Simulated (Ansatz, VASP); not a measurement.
# Fe3Ge in VASP and in Ansatz

```
Fe Ge
1.0
     3.58790    0.00000    0.00000
     0.00000    3.58790    0.00000
     0.00000    0.00000    3.58790
Fe Ge
3 1
Direct
  0.00000 0.50000 0.50000
  0.50000 0.50000 0.00000
  0.50000 0.00000 0.50000
  0.00000 0.00000 0.00000
```

Alike in both runs: task single point; functional r2SCAN; k mesh 12 × 12 × 12; occupations gaussian, width 0.1 eV; collinear spin.

|  | VASP | Ansatz |
| --- | --- | --- |
| version | VASP 6.6.1 | Ansatz 0.2.0 |
| potentials or method | VASP PAW PBE potentials, release 64 (Fe, Ge_d), cutoff 520 eV | scalar-relativistic, plane waves, PAW |
| valence electrons in the cell | 38 | 62 |

VASP gave:

- gap on the k mesh at the Fermi level (eV): none
- pressure (GPa): 11.8
- net moment per atom (μB): 1.88
- size of the moment on the site where the two differ most (μB): 0.17

Which values does Ansatz return?

gap on the k mesh at the Fermi level (eV): none; pressure (GPa): 11.7; net moment per atom (μB): 1.88; size of the moment on the site where the two differ most (μB): 0.13.

VASP's potentials were made for PBE, not for r2SCAN. Site moments also hang on the region over which each program counts them. A gap of «none» marks a metal or a gap that the smearing closes. With one functional, cell and mesh, what is left measures potentials, basis and numerics. VASP's potentials hold 38 valence electrons a cell and Ansatz's 62, so a difference there can come from the potentials and not from the codes. Ansatz's warnings: stability check not made.
